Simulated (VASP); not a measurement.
# Hf (Im-3m) in VASP: notebook

The runs below take Hf through single point, relaxation of cell and atoms, with r2SCAN, BLYP+D4, PBE.

All numbers are computed with VASP 6.6.1; they aren't measurements. Logs are shortened: lines on timing, memory, paths and dates and some standing lists are left out, and cuts for length are marked.

### 1 The cell of the first run

Symmetry: Im-3m, No. 229, cubic system. Conventional cell: a = 3.681 Å, b = 3.681 Å, c = 3.681 Å, α = 90.00°, β = 90.00°, γ = 90.00°. Within 4.2 Å of Hf (site symmetry m-3m) lie 14 Hf at 3.19 to 3.68 Å.

### 2 Single point, r2SCAN

Input file POSCAR:

```
Hf
1.0
   -1.8404011445      1.8404011445      1.8404011445
    1.8404011445     -1.8404011445      1.8404011445
    1.8404011445      1.8404011445     -1.8404011445
Hf
1
Direct
    0.0000000000      0.0000000000      0.0000000000
```

Input file INCAR.step1:

```
SYSTEM = Hf
ALGO = Normal
EDIFF = 1E-4
ENCUT = 520
GGA = PE
ISMEAR = -1
LASPH = .True.
LCHARG = .False.
LREAL = .False.
LWAVE = .True.
NBANDS = 11
NELM = 80
PREC = Accurate
SIGMA = 0.05
```

Input file INCAR.step2:

```
SYSTEM = Hf
ALGO = Normal
EDIFF = 1E-7
ENCUT = 520
ISIF = 2
ISMEAR = -1
ISTART = 1
LASPH = .True.
LCHARG = .True.
LELF = .True.
LMIXTAU = .True.
LREAL = .False.
LVHAR = .True.
LWAVE = .False.
METAGGA = R2SCAN
NBANDS = 11
NELM = 80
PREC = Accurate
SIGMA = 0.05
```

Input file KPOINTS:

```
k-points
0
Gamma
  10 10 10
  0 0 0
```

Potentials or basis: VASP PAW PBE potentials, release 64 (Hf_pv).

On the command line:

```console
$ cat potpaw_PBE.64/Hf_pv/POTCAR > POTCAR
$ cp INCAR.step1 INCAR
$ mpirun -np 1 vasp_std > vasp.out
$ cp INCAR.step2 INCAR
$ mpirun -np 1 vasp_std > vasp.out
```

OUTCAR:

```text
SYSTEM = Hf
   EDIFF = 1E-7
   ENCUT = 520
   ISIF = 2
   ISMEAR = -1
   ISTART = 1
   LASPH = .True.
   LREAL = .False.
   METAGGA = R2SCAN
   NELM = 80
   PREC = Accurate

 ion  position               nearest neighbor table
   1  0.000  0.000  0.000-

  LATTYP: Found a body centered cubic cell.
 ALAT       =     3.6808022890

  Lattice vectors:

 A1 = (  -1.8404011445,   1.8404011445,   1.8404011445)
 A2 = (   1.8404011445,  -1.8404011445,   1.8404011445)
 A3 = (   1.8404011445,   1.8404011445,  -1.8404011445)

Analysis of symmetry for initial positions (statically):
=====================================================================
 Subroutine PRICEL returns:
 Original cell was already a primitive cell.

 Routine SETGRP: Setting up the symmetry group for a
 body centered cubic supercell.

 Subroutine GETGRP returns: Found 48 space group operations
[... 9 lines left out ...]

 Routine SETGRP: Setting up the symmetry group for a
 body centered cubic supercell.

 Subroutine GETGRP returns: Found 48 space group operations
[... 11 lines left out ...]
                                     Primitive cell

  volume of cell :      24.9343

  direct lattice vectors                    reciprocal lattice vectors
    -1.840401144  1.840401144  1.840401144     0.000000000  0.271679901  0.271679901
     1.840401144 -1.840401144  1.840401144     0.271679901  0.000000000  0.271679901
     1.840401144  1.840401144 -1.840401144     0.271679901  0.271679901  0.000000000

  length of vectors
     3.187668289  3.187668289  3.187668289     0.384213400  0.384213400  0.384213400

  position of ions in fractional coordinates (direct lattice)
     0.000000000  0.000000000  0.000000000

  ion indices of the primitive-cell ions
   primitive index   ion index
                 1           1

----------------------------------------------------------------------------------------

 KPOINTS: k-points

Automatic generation of k-mesh.
 Grid dimensions read from file:
 generate k-points for:   10   10   10

 Generating k-lattice:

  Cartesian coordinates                     Fractional coordinates (reciprocal lattice)
     0.000000000  0.027167990  0.027167990     0.100000000  0.000000000  0.000000000
     0.027167990  0.000000000  0.027167990     0.000000000  0.100000000  0.000000000
     0.027167990  0.027167990  0.000000000     0.000000000  0.000000000  0.100000000

  Length of vectors
     0.038421340  0.038421340  0.038421340

  Shift w.r.t. Gamma in fractional coordinates (k-lattice)
     0.000000000  0.000000000  0.000000000

 Subroutine IBZKPT returns following result:
 ===========================================

 Found     47 irreducible k-points:

 Following reciprocal coordinates:
            Coordinates               Weight
  0.000000  0.000000  0.000000      1.000000
  0.100000  0.000000  0.000000     12.000000
  0.200000  0.000000  0.000000     12.000000
  0.300000  0.000000  0.000000     12.000000
  0.400000  0.000000  0.000000     12.000000
  0.500000  0.000000  0.000000      6.000000
[... 16 lines left out ...]
  0.300000  0.300000  0.100000      8.000000
 -0.300000  0.300000  0.100000     24.000000
 [... further k-points ...]
   k-points           NKPTS =     47   k-points in BZ     NKDIM =     47   number of bands    NBANDS=     11
   number of dos      NEDOS =    301   number of ions     NIONS =      1
   total plane-waves  NPLWV =  13824
   dimension x,y,z NGX =    24 NGY =   24 NGZ =   24
   dimension x,y,z NGXF=    48 NGYF=   48 NGZF=   48
   ions per type =               1
   NGX,Y,Z   is equivalent  to a cutoff of  12.52, 12.52, 12.52 a.u.
   NGXF,Y,Z  is equivalent  to a cutoff of  25.03, 25.03, 25.03 a.u.
 SYSTEM =  Hf
   PREC   = accura    normal or accurate (medium, high low for compatibility)
   ISTART =      1    job   : 0-new  1-cont  2-samecut
   ICHARG =      0    charge: 1-file 2-atom 10-const
   ISPIN  =      1    spin polarized calculation?
   LNONCOLLINEAR =      F non collinear calculations
   LSORBIT =      F    spin-orbit coupling
   LASPH  =      T    aspherical Exc in radial PAW
   ENCUT  =  520.0 eV  38.22 Ry    6.18 a.u.   5.93  5.93  5.93*2*pi/ulx,y,z
   NELM   =     80;   NELMIN=  2; NELMDL=  0     # of ELM steps
   EDIFF  = 0.1E-06   stopping-criterion for ELM
   LREAL  =      F    real-space projection
   EDIFFG = 0.1E-05   stopping-criterion for IOM
   NSW    =      0    number of steps for IOM
   IBRION =     -1    ionic relax: 0-MD 1-quasi-New 2-CG
   NFREE  =      0    steps in history (QN), initial steepest desc. (CG)
   ISIF   =      2    stress and relaxation
   ISYM   =      2    0-nonsym 1-usesym 2-fastsym
   POTIM  = 0.5000    time-step for ionic-motion
   TEBEG  =    0.0;   TEEND  =   0.0 temperature during run
   PSTRESS=    0.0 pullay stress
   NELECT =      10.0000    total number of electrons
   NUPDOWN=      -1.0000    fix difference up-down
   EMIN   =  10.00;   EMAX   =-10.00  energy-range for DOS
   EFERMI =   0.00;   METHOD = LEGACY
   ISMEAR =    -1;   SIGMA  =   0.05  broadening in eV -4-tet -1-fermi 0-gaus
   EFERMI_NEDOS =   21; number of points for ismear=-14 and -15
   IALGO  =     38    algorithm
   IMIX   =      4    mixing-type and parameters
     AMIX     =   0.40;   BMIX     =  1.00
     AMIX_MAG =   1.60;   BMIX_MAG =  1.00
  volume/ion in A,a.u.               =      24.93       168.27
  Fermi-wavevector in a.u.,A,eV,Ry     =   1.207283  2.281434 19.830923  1.457532
  Thomas-Fermi vector in A             =   2.342925
   LORBIT       =      0    0 simple, 1 ext, 2 COOP (PROOUT), +10 PAW based schemes
   METAGGA = R2SCAN    functional components
   LHFCALC =     F    Hartree Fock is set to
   AEXX    =    0.0000 exact exchange contribution
   IVDW    =     0    specifies the selected vdW correction
   LEPSILON=     F    determine dielectric tensor
   LRPA    =     F    only Hartree local field effects (RPA)
 non-spin polarized calculation
  energy-cutoff  :      520.00
  volume of cell :       24.93
 maximum number of plane-waves:       683
   NGX = 11   NGY = 11   NGZ = 11

 number of electron       9.9999999 magnetization

 Free energy of the ion-electron system (eV)
  ---------------------------------------------------
  ext. energy  EPLUGINS =         0.00000000
  ---------------------------------------------------
  free energy    TOTEN  =       -44.85078464 eV

  energy without entropy =      -44.83321391  energy(sigma->0) =      -44.84199928

 E-fermi :   3.7695     XC(G=0): -11.6369

 val. band max:        3.7593008499   @ k =   0.3000   0.2000   0.0000
 cond. band min:       3.8489257619   @ k =   0.5000   0.5000   0.1000
 fundamental gap:      0.0896249119
 Fermi energy:         3.7694565196

 k-point     1 :       0.0000    0.0000    0.0000
  band No.  band energies     occupation
      1     -27.6774      2.00000
      2     -27.6774      2.00000
      3     -27.6774      2.00000
      4      -3.2704      2.00000
      5       5.4161      0.00000
      6       5.4161      0.00000
      7       5.4161      0.00000
      8       7.9364      0.00000
      9       7.9364      0.00000
     10      15.4534      0.00000
     11      17.1825      0.00000

 k-point     2 :       0.1000    0.0000    0.0000
  band No.  band energies     occupation
      1     -27.7354      2.00000
      2     -27.6958      2.00000
      3     -27.6776      2.00000
      4      -2.9344      2.00000
      5       5.1847      0.00000
      6       5.2976      0.00000
      7       5.7396      0.00000
      8       7.6199      0.00000
      9       7.9372      0.00000
     10      15.4534      0.00000
     11      17.4557      0.00000

 k-point     3 :       0.2000    0.0000    0.0000
  band No.  band energies     occupation
      1     -27.8843      2.00000
      2     -27.7436      2.00000
      3     -27.6779      2.00000
      4      -2.0021      2.00000
      5       4.6465      0.00000
      6       4.7606      0.00000
      7       6.6810      0.00000
      8       7.3923      0.00000
      9       7.9936      0.00000
     10      15.4531      0.00000
     11      17.5002      0.00000

 k-point     4 :       0.3000    0.0000    0.0000
  band No.  band energies     occupation
      1     -28.0627      2.00000
      2     -27.8021      2.00000
      3     -27.6784      2.00000
      4      -0.7390      2.00000
      5       4.0790      0.00409
      6       4.0936      0.00305
      7       7.6174      0.00000
      8       8.1359      0.00000
      9       8.1861      0.00000
     10      15.4503      0.00000
     11      16.1765      0.00000

 k-point     5 :       0.4000    0.0000    0.0000
  band No.  band energies     occupation
      1     -28.2029      2.00000
      2     -27.8489      2.00000
      3     -27.6788      2.00000
      4       0.2873      2.00000
      5       3.6762      1.73192
      6       3.9946      0.02192
      7       7.8063      0.00000
      8       8.4799      0.00000
      9       9.8130      0.00000
     10      13.9587      0.00000
     11      14.7645      0.00000

 k-point     6 :       0.5000    0.0000    0.0000
  band No.  band energies     occupation
      1     -28.2556      2.00000
      2     -27.8667      2.00000
      3     -27.6790      2.00000
      4       0.6047      2.00000
      5       3.5328      1.98257
      6       4.2591      0.00011
      7       7.7517      0.00000
      8       8.6429      0.00000
      9      10.7539      0.00000
     10      13.0890      0.00000
     11      14.1889      0.00000

 k-point     7 :       0.1000    0.1000    0.0000
  band No.  band energies     occupation
      1     -27.8379      2.00000
      2     -27.7162      2.00000
      3     -27.6914      2.00000
      4      -2.2965      2.00000
      5       4.8557      0.00000
      6       4.8909      0.00000
      7       6.4080      0.00000
      8       7.2512      0.00000
      9       8.0815      0.00000
     10      15.4532      0.00000
     11      17.9476      0.00000

 k-point     8 :       0.2000    0.1000    0.0000
  band No.  band energies     occupation
      1     -27.9914      2.00000
      2     -27.7738      2.00000
      3     -27.6974      2.00000
      4      -1.1653      2.00000
      5       4.2148      0.00027
      6       4.3262      0.00003
      7       7.2175      0.00000
      8       7.6440      0.00000
      9       8.3094      0.00000
     10      15.4523      0.00000
     11      16.7976      0.00000
[... 141 lines left out ...]
 k-point    19 :      -0.1000    0.1000    0.1000
  band No.  band energies     occupation
      1     -27.7531      2.00000
      2     -27.7145      2.00000
      3     -27.7145      2.00000
      4      -2.6059      2.00000
      5       5.2881      0.00000
      6       5.2881      0.00000
      7       5.7454      0.00000
      8       6.8716      0.00000
      9       8.3018      0.00000
     10      15.4533      0.00000
     11      18.1542      0.00000

 k-point    20 :       0.2000    0.2000    0.1000
  band No.  band energies     occupation
      1     -28.1392      2.00000
      2     -27.8538      2.00000
      3     -27.7674      2.00000
      4       1.1045      2.00000
      5       3.2333      1.99996
      6       3.4227      1.99805
      7       8.1472      0.00000
      8       8.5352      0.00000
      9      10.8223      0.00000
     10      12.9606      0.00000
     11      15.4549      0.00000

 k-point    21 :       0.3000    0.2000    0.1000
  band No.  band energies     occupation
      1     -28.1358      2.00000
      2     -27.9359      2.00000
      3     -27.7812      2.00000
      4       1.9533      2.00000
      5       3.1472      1.99999
      6       3.4205      1.99814
      7       8.3026      0.00000
      8       8.6632      0.00000
      9      10.8980      0.00000
     10      12.2677      0.00000
     11      15.0538      0.00000

 k-point    22 :      -0.2000    0.2000    0.1000
  band No.  band energies     occupation
      1     -27.8845      2.00000
      2     -27.7630      2.00000
      3     -27.7235      2.00000
      4      -1.6939      2.00000
      5       4.8532      0.00000
      6       4.8948      0.00000
      7       6.3722      0.00000
      8       6.5781      0.00000
      9       8.5412      0.00000
     10      15.4529      0.00000
     11      17.5946      0.00000

 k-point    23 :       0.3000    0.3000    0.1000
  band No.  band energies     occupation
      1     -28.0426      2.00000
      2     -28.0426      2.00000
      3     -27.7992      2.00000
      4       2.5294      2.00000
      5       3.1723      1.99999
      6       3.1723      1.99999
      7       8.5842      0.00000
      8       8.5842      0.00000
      9       9.9061      0.00000
     10      13.7043      0.00000
     11      13.7043      0.00000

 k-point    24 :      -0.3000    0.3000    0.1000
  band No.  band energies     occupation
      1     -28.0546      2.00000
      2     -27.8224      2.00000
      3     -27.7219      2.00000
      4      -0.4505      2.00000
      5       4.0294      0.01099
      6       4.3702      0.00001
      7       6.7116      0.00000
      8       8.0268      0.00000
      9       8.6238      0.00000
     10      15.4308      0.00000
     11      15.5306      0.00000

 [... further k-points ...]
[... 5 lines left out ...]
  --------------------------------------------------------------------------------------
  -------------------------------------------------------------------------------------
  Total       -1.6364209     -1.6364209     -1.6364209      0.0000000      0.0000000      0.0000000
  in kB     -105.1497214   -105.1497214   -105.1497214      0.0000000      0.0000000      0.0000000
  external PRESSURE =    -105.1497214 kB  Pullay stress =       0.0000000 kB

 VOLUME and BASIS-vectors are now :
 -----------------------------------------------------------------------------
  energy-cutoff  :      520.00
  volume of cell :       24.93
      direct lattice vectors                 reciprocal lattice vectors
    -1.840401144  1.840401144  1.840401144     0.000000000  0.271679901  0.271679901
     1.840401144 -1.840401144  1.840401144     0.271679901  0.000000000  0.271679901
     1.840401144  1.840401144 -1.840401144     0.271679901  0.271679901  0.000000000

 POSITION                                       TOTAL-FORCE (eV/Angst)
 -----------------------------------------------------------------------------------
      0.00000      0.00000      0.00000         0.000000      0.000000      0.000000
 -----------------------------------------------------------------------------------
    total drift:                               -0.000000      0.000000      0.000000

  FREE ENERGIE OF THE ION-ELECTRON SYSTEM (eV)
  ---------------------------------------------------
  free  energy   TOTEN  =       -44.8507846444 eV

  energy  without entropy=      -44.8332139103  energy(sigma->0) =      -44.84199928
```

It took 50 s on 1 thread of AMD EPYC 7R13 (Zen 3), shared host; peak memory 0.12 GiB.

What came out:

```yaml
Free_energy: -44.8508 eV
Pressure: -10.5 GPa
Band_gap_on_the_k_mesh: zero (band 5 reaches 5.42 eV, above the bottom of band 6 at 3.08 eV)
```

Caveat: the PAW data sets were made with another functional, which shifts forces and pressure a little; spin-orbit coupling is left out, which moves the levels of the heavy elements.

(Part 1 of 2 ends here.)
